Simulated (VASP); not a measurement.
# LaGe2Rh2 (I4/mmm) in VASP: notebook

Runs on LaGe2Rh2. Level: LDA. Tasks: electric field gradients, density of states.

Program: VASP 6.6.1. These are calculated values, not measurements. Logs are shortened: lines on timing, memory, paths and dates and some standing lists are left out, and cuts for length are marked.

## (1) The cell of the first run

Symmetry: I4/mmm, No. 139, tetragonal system. Conventional cell: a = 4.194 Å, b = 4.194 Å, c = 10.607 Å, α = 90.00°, β = 90.00°, γ = 90.00°. Within 4.3 Å of La (site symmetry 4/mmm) lie 10 Ge at 3.26 to 3.95 Å and 8 Rh at 3.38 Å and 4 La at 4.19 Å. Ge (site symmetry 4mm) has 4 Rh at 2.46 Å and 1 Ge at 2.71 Å and 4 La at 3.26 Å within 3.3 Å. Within 3.3 Å of Rh (site symmetry -4m2) lie 4 Ge at 2.46 Å and 4 Rh at 2.97 Å.

## (2) Electric field gradients, LDA

Contents of INCAR:

```
PREC = Accurate ; ENCUT = 520
EDIFF = 1E-8 ; ISMEAR = -1
SIGMA = 0.08 ; LREAL = F
LASPH = T ; NELM = 100
ALGO = Normal ; ISIF = 2
LWAVE = F ; LCHARG = F
LEFG = T ; NBANDS = 42
```

Contents of KPOINTS:

```
Automatic mesh
0
Gamma
  12 12 12
```

Contents of POSCAR:

```
LaGe2Rh2
1.0
   -2.0971309614      2.0971309614      5.3035912840
    2.0971309614     -2.0971309614      5.3035912840
    2.0971309614      2.0971309614     -5.3035912840
La Ge Rh
1 2 2
Direct
    0.0000000000      0.0000000000      0.0000000000
    0.6278911800      0.6278911800      0.0000000000
    0.3721088200      0.3721088200      0.0000000000
    0.7500000000      0.2500000000      0.5000000000
    0.2500000000      0.7500000000      0.5000000000
```

Potentials or basis: VASP PAW LDA potentials, release 64 (La, Ge_d, Rh_pv).

Started as:

```sh
cat potpaw_LDA.64/La/POTCAR potpaw_LDA.64/Ge_d/POTCAR potpaw_LDA.64/Rh_pv/POTCAR > POTCAR
mpirun -np 1 vasp_std > vasp.out
```

OUTCAR:

```text
PREC = Accurate
   ENCUT = 520
   EDIFF = 1E-8
   ISMEAR = -1
   LREAL = F
   LASPH = T
   NELM = 100
   ISIF = 2

 ion  position               nearest neighbor table
   1  0.000  0.000  0.000-   2 3.26   2 3.26   2 3.26   3 3.26   2 3.26   3 3.26   3 3.26   3 3.26
                             5 3.38   5 3.38   4 3.38   4 3.38   4 3.38   5 3.38   5 3.38   4 3.38
   2  0.628  0.628  0.000-   5 2.46   4 2.46   4 2.46   5 2.46   3 2.71   1 3.26   1 3.26   1 3.26
                             1 3.26
   3  0.372  0.372  0.000-   4 2.46   5 2.46   5 2.46   4 2.46   2 2.71   1 3.26   1 3.26   1 3.26
                             1 3.26
   4  0.750  0.250  0.500-   3 2.46   2 2.46   3 2.46   2 2.46   5 2.97   5 2.97   5 2.97   5 2.97
                             1 3.38   1 3.38   1 3.38   1 3.38
   5  0.250  0.750  0.500-   3 2.46   2 2.46   3 2.46   2 2.46   4 2.97   4 2.97   4 2.97   4 2.97
                             1 3.38   1 3.38   1 3.38   1 3.38

  LATTYP: Found a body centered tetragonal cell.
 ALAT       =     4.1942619228
 C/A-ratio  =     2.5289747668

  Lattice vectors:

 A1 = (  -2.0971309614,   2.0971309614,   5.3035912840)
 A2 = (   2.0971309614,  -2.0971309614,   5.3035912840)
 A3 = (   2.0971309614,   2.0971309614,  -5.3035912840)

Analysis of symmetry for initial positions (statically):
=====================================================================
 Subroutine PRICEL returns:
 Original cell was already a primitive cell.

 Routine SETGRP: Setting up the symmetry group for a
 body centered tetragonal supercell.

 Subroutine GETGRP returns: Found 16 space group operations
 (whereof 16 operations were pure point group operations)
 out of a pool of 16 trial point group operations.

The static configuration has the point symmetry D_4h.

Analysis of symmetry for dynamics (positions and initial velocities):
=====================================================================
 Subroutine PRICEL returns:
 Original cell was already a primitive cell.

 Routine SETGRP: Setting up the symmetry group for a
 body centered tetragonal supercell.

 Subroutine GETGRP returns: Found 16 space group operations
 (whereof 16 operations were pure point group operations)
 out of a pool of 16 trial point group operations.

The dynamic configuration has the point symmetry D_4h.

 Subroutine INISYM returns: Found 16 space group operations
 (whereof 16 operations are pure point group operations),
 and found     1 'primitive' translations

----------------------------------------------------------------------------------------

                                     Primitive cell

  volume of cell :      93.2999

  direct lattice vectors                    reciprocal lattice vectors
    -2.097130961  2.097130961  5.303591284     0.000000000  0.238420971  0.094275741
     2.097130961 -2.097130961  5.303591284     0.238420971  0.000000000  0.094275741
     2.097130961  2.097130961 -5.303591284     0.238420971  0.238420971  0.000000000

  length of vectors
     6.076511914  6.076511914  6.076511914     0.256383453  0.256383453  0.337178171

  position of ions in fractional coordinates (direct lattice)
     0.000000000  0.000000000  0.000000000
     0.627891180  0.627891180  0.000000000
     0.372108820  0.372108820  0.000000000
     0.750000000  0.250000000  0.500000000
     0.250000000  0.750000000  0.500000000

  ion indices of the primitive-cell ions
   primitive index   ion index
                 1           1
                 2           2
                 3           3
                 4           4
                 5           5

----------------------------------------------------------------------------------------

 KPOINTS: Automatic mesh

Automatic generation of k-mesh.
 Grid dimensions read from file:
 generate k-points for:   12   12   12

 Generating k-lattice:

  Cartesian coordinates                     Fractional coordinates (reciprocal lattice)
     0.000000000  0.019868414  0.007856312     0.083333333  0.000000000  0.000000000
     0.019868414  0.000000000  0.007856312     0.000000000  0.083333333  0.000000000
     0.019868414  0.019868414  0.000000000     0.000000000  0.000000000  0.083333333
[... 55 lines left out ...]
   ENCUT  =  520.0 eV  38.22 Ry    6.18 a.u.  11.30 11.30 11.30*2*pi/ulx,y,z
   NELM   =    100;   NELMIN=  2; NELMDL= -5     # of ELM steps
   EDIFF  = 0.1E-07   stopping-criterion for ELM
   LREAL  =      F    real-space projection
   EDIFFG = 0.1E-06   stopping-criterion for IOM
   NSW    =      0    number of steps for IOM
   IBRION =     -1    ionic relax: 0-MD 1-quasi-New 2-CG
   NFREE  =      0    steps in history (QN), initial steepest desc. (CG)
   ISIF   =      2    stress and relaxation
   ISYM   =      2    0-nonsym 1-usesym 2-fastsym
   POTIM  = 0.5000    time-step for ionic-motion
   TEBEG  =    0.0;   TEEND  =   0.0 temperature during run
   PSTRESS=    0.0 pullay stress
   NELECT =      69.0000    total number of electrons
   NUPDOWN=      -1.0000    fix difference up-down
   EMIN   =  10.00;   EMAX   =-10.00  energy-range for DOS
   EFERMI =   0.00;   METHOD = LEGACY
   ISMEAR =    -1;   SIGMA  =   0.08  broadening in eV -4-tet -1-fermi 0-gaus
   EFERMI_NEDOS =   21; number of points for ismear=-14 and -15
   IALGO  =     38    algorithm
   IMIX   =      4    mixing-type and parameters
     AMIX     =   0.40;   BMIX     =  1.00
     AMIX_MAG =   1.60;   BMIX_MAG =  1.00
  volume/ion in A,a.u.               =      18.66       125.92
  Fermi-wavevector in a.u.,A,eV,Ry     =   1.480463  2.797669 29.820840  2.191770
  Thomas-Fermi vector in A             =   2.594494
   LORBIT       =      0    0 simple, 1 ext, 2 COOP (PROOUT), +10 PAW based schemes
   GGA     = CA    functional components
   LHFCALC =     F    Hartree Fock is set to
   AEXX    =    0.0000 exact exchange contribution
   IVDW    =     0    specifies the selected vdW correction
   LEPSILON=     F    determine dielectric tensor
   LRPA    =     F    only Hartree local field effects (RPA)
 non-spin polarized calculation
  energy-cutoff  :      520.00
  volume of cell :       93.30
 maximum number of plane-waves:      2535
 NGX is ok and might be reduce to    48
   NGX = 23   NGY = 23   NGZ = 23

 number of electron      69.0000009 magnetization

 Free energy of the ion-electron system (eV)
  ---------------------------------------------------
  ext. energy  EPLUGINS =         0.00000000
  ---------------------------------------------------
  free energy    TOTEN  =       -37.95001410 eV

  energy without entropy =      -37.88995103  energy(sigma->0) =      -37.91998256

 E-fermi :   9.2329     XC(G=0): -12.1554

 val. band max:        9.2275477874   @ k =  -0.3333  -0.4167   0.1667
 cond. band min:       9.2393746722   @ k =  -0.2500  -0.3333   0.2500
 fundamental gap:      0.0118268848
 Fermi energy:         9.2328947726

 k-point     1 :       0.0000    0.0000    0.0000
  band No.  band energies     occupation
      1     -37.1936      2.00000
      2     -37.1936      2.00000
      3     -37.0581      2.00000
      4     -37.0581      2.00000
      5     -37.0197      2.00000
      6     -36.9895      2.00000
[... 1069 lines left out ...]
     41      11.3799      0.00000
     42      11.3810      0.00000

 [... further k-points ...]

------------------------ aborting loop because EDIFF is reached ----------------------------------------

  FORCE on cell =-STRESS in cart. coord.  units (eV):
  Direction    XX          YY          ZZ          XY          YZ          ZX
  --------------------------------------------------------------------------------------
  -------------------------------------------------------------------------------------
  Total       -3.6826140     -3.6826140     -3.2519274      0.0000000      0.0000000      0.0000000
  in kB      -63.2390944    -63.2390944    -55.8431975      0.0000000      0.0000000      0.0000000
  external PRESSURE =     -60.7737954 kB  Pullay stress =       0.0000000 kB

 VOLUME and BASIS-vectors are now :
 -----------------------------------------------------------------------------
  energy-cutoff  :      520.00
  volume of cell :       93.30
      direct lattice vectors                 reciprocal lattice vectors
    -2.097130961  2.097130961  5.303591284     0.000000000  0.238420971  0.094275741
     2.097130961 -2.097130961  5.303591284     0.238420971  0.000000000  0.094275741
     2.097130961  2.097130961 -5.303591284     0.238420971  0.238420971  0.000000000

 POSITION                                       TOTAL-FORCE (eV/Angst)
 -----------------------------------------------------------------------------------
      0.00000      0.00000      0.00000        -0.000000     -0.000000     -0.000000
      0.00000      0.00000      6.66016        -0.000000     -0.000000      0.148212
      0.00000      0.00000      3.94703         0.000000      0.000000     -0.148212
     -0.00000      2.09713      2.65180        -0.000000     -0.000000     -0.000000
      2.09713     -0.00000      2.65180        -0.000000     -0.000000     -0.000000
 -----------------------------------------------------------------------------------
    total drift:                                0.000000     -0.000000      0.000000

  FREE ENERGIE OF THE ION-ELECTRON SYSTEM (eV)
  ---------------------------------------------------
  free  energy   TOTEN  =       -37.9500140996 eV

  energy  without entropy=      -37.8899510299  energy(sigma->0) =      -37.91998256

 Electric field gradients (V/A^2)
---------------------------------------------------------------------
 ion       V_xx      V_yy      V_zz      V_xy      V_xz      V_yz
---------------------------------------------------------------------
   1      37.134    37.134   -74.268     0.000     0.000     0.000
   2     -27.078   -27.078    54.157     0.003     0.003     0.003
   3     -27.078   -27.078    54.157     0.003     0.003     0.003
   4       8.723     8.723   -17.446     0.002     0.001     0.001
   5       8.723     8.723   -17.446     0.002     0.001     0.001
---------------------------------------------------------------------

 Electric field gradients after diagonalization (V/A^2)
 (convention: |V_zz| > |V_xx| > |V_yy|)
----------------------------------------------------------------------
 ion       V_xx      V_yy      V_zz     asymmetry (V_yy - V_xx)/ V_zz
----------------------------------------------------------------------
   1      37.134    37.134   -74.268       0.000
   2     -27.081   -27.076    54.157       0.000
   3     -27.081   -27.076    54.157       0.000
   4       8.724     8.721   -17.446       0.000
   5       8.724     8.721   -17.446       0.000
----------------------------------------------------------------------

           NMR quadrupolar parameters

 Cq : quadrupolar parameter    Cq=e*Q*V_zz/h
 eta: asymmetry parameters     (V_yy - V_xx)/ V_zz
 Q  : nuclear electric quadrupole moment in mb (millibarn)
----------------------------------------------------------------------
 ion       Cq(MHz)       eta       Q (mb)
----------------------------------------------------------------------
   1      -0.180       0.000       1.000
   2       0.131       0.000       1.000
   3       0.131       0.000       1.000
   4      -0.042       0.000       1.000
   5      -0.042       0.000       1.000
----------------------------------------------------------------------
```

Run time: 14 min. Hardware: 1 thread of Intel Xeon Platinum 8488C (Sapphire Rapids), shared host; peak memory 0.74 GiB.

What came out:

```
Free energy   : -37.9500 eV
Pressure      : -6.1 GPa
Largest force : 0.148 eV/Å
```

Forces in eV/Å, atoms in the order of the input:
```
La   0.000  0.000  0.000
Ge   0.000  0.000  0.148
Ge   0.000  0.000 -0.148
Rh   0.000  0.000  0.000
Rh   0.000  0.000  0.000
```

Electric field gradients, principal values (V/Å²):
| atom | least | middle | greatest (by size) |
| --- | --- | --- | --- |
| 1 La | 37.134 | 37.134 | -74.268 |
| 2 Ge | -27.076 | -27.081 | 54.157 |
| 3 Ge | -27.076 | -27.081 | 54.157 |
| 4 Rh | 8.721 | 8.724 | -17.446 |
| 5 Rh | 8.721 | 8.724 | -17.446 |

Caveat: without QUAD_EFG the Cq values of the log hold for a quadrupole moment of 1 mb, not for the nuclei; spin-orbit coupling is left out, which moves the levels of the heavy elements.

## (3) Density of states, LDA

POSCAR is that of step 2.

Contents of INCAR.step1:

```
SYSTEM = LaGe2Rh2
PREC = Accurate
ENCUT = 520
EDIFF = 1E-6
ISMEAR = -1
SIGMA = 0.08
LREAL = .FALSE.
LASPH = .TRUE.
NELM = 100
ALGO = Normal
ISIF = 2
LWAVE = .FALSE.
LCHARG = .TRUE.
LMAXMIX = 6
NBANDS = 42
```

Contents of KPOINTS.step1:

```
Automatic mesh
0
G
  12 12 12
  0 0 0
```

Contents of INCAR.step2:

```
SYSTEM = LaGe2Rh2
PREC = Accurate
ENCUT = 520
EDIFF = 1E-6
ISMEAR = -5
SIGMA = 0.08
LREAL = .FALSE.
LASPH = .TRUE.
NELM = 100
ALGO = Normal
ISIF = 2
LWAVE = .FALSE.
LCHARG = .FALSE.
LMAXMIX = 6
LORBIT = 11
NBANDS = 42
NEDOS = 1001
ICHARG = 11
```

Contents of KPOINTS.step2:

```
Automatic mesh
0
G
  18 18 18
  0 0 0
```

Potentials or basis: VASP PAW LDA potentials, release 64 (La, Ge_d, Rh_pv).

Started as:

```sh
cat potpaw_LDA.64/La/POTCAR potpaw_LDA.64/Ge_d/POTCAR potpaw_LDA.64/Rh_pv/POTCAR > POTCAR
cp INCAR.step1 INCAR
cp KPOINTS.step1 KPOINTS
mpirun -np 1 vasp_std > vasp.out
cp INCAR.step2 INCAR
cp KPOINTS.step2 KPOINTS
mpirun -np 1 vasp_std > vasp.out
```

Run time: 75 min. Hardware: 1 thread of Intel Xeon Platinum 8259CL at 2.50GHz (Skylake/Cascade Lake), shared host; peak memory 1.7 GiB.

The run converged. Its results:

```yaml
Valence_electrons_inside_the_program's_atomic_spheres: La 8.53; Ge 12.48; Rh 13.87
```

Levels at points of the mesh, in eV from the Fermi level:
| k point | band 33 | band 34 | band 35 | band 36 | band 37 | band 38 |
| --- | --- | --- | --- | --- | --- | --- |
| (0.00, 0.00, 0.00) | -1.01 | -1.01 | -0.54 | -0.25 | 1.32 | 1.32 |
| (0.50, 0.00, 0.00) | -2.08 | -1.40 | 0.01 | 1.20 | 1.48 | 1.71 |
| (0.50, 0.50, 0.00) | -1.65 | -1.54 | -0.69 | 0.40 | 0.42 | 1.47 |
| (0.50, 0.50, 0.50) | -0.33 | -0.25 | 0.03 | 1.05 | 1.69 | 1.74 |

Caveat: spin-orbit coupling is left out, which moves the levels of the heavy elements; tetrahedron occupations give inexact forces and stress in metals.
